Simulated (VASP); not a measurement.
LiH, 4 atoms in the cell. The structure is hexagonal, space group P6_3/mmc (No. 194). Conventional cell: a = 3.255 Å, b = 3.255 Å, c = 4.069 Å, α = 90.00°, β = 90.00°, γ = 120.00°. Within 2.5 Å of Li (site symmetry -6m2) lie 5 H at 1.88 to 2.03 Å. Within 2.5 Å of H (site symmetry -6m2) lie 5 Li at 1.88 to 2.03 Å. 

```yaml
Program: VASP 6.6.1
Task: single point
Functional: r2SCAN
Potentials_or_basis: VASP PAW PBE potentials, release 64 (Li_sv, H)
Cutoff: 520 eV
k_mesh: 12 × 12 × 6
Occupations: fermi-dirac, width 0.02 eV
Spin: no spin polarisation
Dipole_correction: no
Further_INCAR_settings: ALGO = Normal; EDIFF = 1e-06; NBANDS = 12
```

Potentials or basis: VASP PAW PBE potentials, release 64 (Li_sv, H).

Launch:

```console
$ cat potpaw_PBE.64/Li_sv/POTCAR potpaw_PBE.64/H/POTCAR > POTCAR
$ cp INCAR.step1 INCAR
$ mpirun -np 1 vasp_std > vasp.out
$ cp INCAR.step2 INCAR
$ mpirun -np 1 vasp_std > vasp.out
```

Hardware: 1 thread of AMD EPYC 7R13 Processor (Zen 3), on a shared host.

Problem. How long does it take, and how much memory?

Solution. It took 100 s on 1 thread of AMD EPYC 7R13 Processor (Zen 3), with other jobs on the host, peak memory 0.13 GiB. Counts: k points 76.
